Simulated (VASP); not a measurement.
The system is EuS.

```xyz
2
Lattice="0.0000 2.9785 2.9785 2.9785 0.0000 2.9785 2.9785 2.9785 0.0000" Properties=species:S:1:pos:R:3 pbc="T T T"
Eu    0.0000    0.0000    0.0000
S     2.9785    2.9785    2.9785
```

Base run:

* Program: VASP 6.6.1
* Functional: PBE
* Potentials or basis: VASP PAW PBE potentials, release 64 (Eu, S)
* Cutoff: 600 eV
* k mesh: 10 × 10 × 10
* Occupations: gaussian, width 0.1 eV
* Spin: collinear spin, ferromagnetic start
* Starting moments: [7.0, 0.0] μB
* Hubbard terms: Eu f U = 4.0 eV

Its results: band gap on the k mesh zero (filled and empty bands overlap); pressure 0.1 GPa; net moment 7.00 μB per cell; site moments Eu +6.69; S -0.07 μB.

**Question.** The run is repeated on the same cell with these changes: hubbard terms from Eu f U = 4.0 eV to Eu f U = 6.0 eV. What comes out?

**Answer.** Band gap on the k mesh 0.42 eV (least direct gap 0.69 eV); pressure 1.0 GPa; net moment 7.00 μB per cell; site moments Eu +6.72; S -0.06 μB.

Caveats: spin-orbit coupling is left out, which moves the levels of the heavy elements; a cell with one magnetic atom can't hold antiferromagnetic order, which such compounds often take.

A k mesh can miss the band edges.
